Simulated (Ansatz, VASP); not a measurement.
**One calculation of Ta2Si, two programs**

File INCAR:

```
SYSTEM = Ta2Si
PREC = Accurate
ENCUT = 520
EDIFF = 1E-7
ISMEAR = 0
SIGMA = 0.15
LREAL = .False.
LASPH = .True.
NELM = 60
ALGO = Fast
ISIF = 2
LWAVE = .False.
LCHARG = .False.
GGA = PS
NBANDS = 35
```

The input KPOINTS:

```
Automatic mesh
0
Gamma
  12 12 12
  0 0 0
```

File POSCAR:

```
Ta2Si
1.0
   -3.0683767195      3.0683767195      2.5198993614
    3.0683767195     -3.0683767195      2.5198993614
    3.0683767195      3.0683767195     -2.5198993614
Ta Si
4 2
Direct
    0.6333031005      0.8071707127      0.5000000000
    0.8666968995      0.3666968995      0.1738676122
    0.3071707127      0.1333031005      0.5000000000
    0.1928292873      0.6928292873      0.8261323878
    0.2500000000      0.2500000000      0.0000000000
    0.7500000000      0.7500000000      0.0000000000
```

Input for Ansatz:

```yaml
crystal:
  lattice:
    - [-3.0683767195, 3.0683767195, 2.5198993614]
    - [3.0683767195, -3.0683767195, 2.5198993614]
    - [3.0683767195, 3.0683767195, -2.5198993614]
  atoms:
    - { symbol: Ta, position: [0.6333031005, 0.8071707127, 0.5] }
    - { symbol: Ta, position: [0.8666968995, 0.3666968995, 0.1738676122] }
    - { symbol: Ta, position: [0.3071707127, 0.1333031005, 0.5] }
    - { symbol: Ta, position: [0.1928292873, 0.6928292873, 0.8261323878] }
    - { symbol: Si, position: [0.25, 0.25, 0.0] }
    - { symbol: Si, position: [0.75, 0.75, 0.0] }
basis:
  ecutwfc: 420
kpoints:
  mp_grid: { grid: [12, 12, 12] }
hamiltonian:
  xc: pbesol
scf:
  occupations: { method: gaussian, width: 0.15 }
output:
  forces: true
  stress: true
  eigenvalues: true
```

Change from the starting cell: mode 9 (158.6 1/cm) frozen in, largest displacement -0.150 Å.

Alike in both runs: task single point; functional PBEsol; k mesh 12 × 12 × 12; occupations gaussian, width 0.15 eV; no spin polarisation.

|  | VASP | Ansatz |
| --- | --- | --- |
| version | VASP 6.6.1 | Ansatz 0.2.0 |
| potentials or method | VASP PAW PBE potentials, release 64 (Ta_pv, Si), cutoff 520 eV | scalar-relativistic, plane waves, PAW |
| valence electrons in the cell | 52 | 60 |

|  | VASP | Ansatz | Ansatz less VASP |
| --- | --- | --- | --- |
| gap on the k mesh at the Fermi level (eV) | none | none | - |
| pressure (GPa) | 3.4 | 3.1 | -0.29 |
| traceless stress, the component that is largest in VASP (GPa) | -1.00 | -0.96 | +0.040 |
| rms of the force components (eV/Å) | 1.129 | 1.130 | +0.0011 |

VASP's potentials were made for PBE, not for PBEsol. Atom by atom the forces differ by 0.004 eV/Å (rms over components). A gap of «none» marks a metal or a gap that the smearing closes. The functional is the same, so the differences come from potentials, cutoffs and numerics. VASP's potentials hold 52 valence electrons a cell and Ansatz's 60, so a difference there can come from the potentials and not from the codes.

Neither program's run includes spin-orbit coupling.
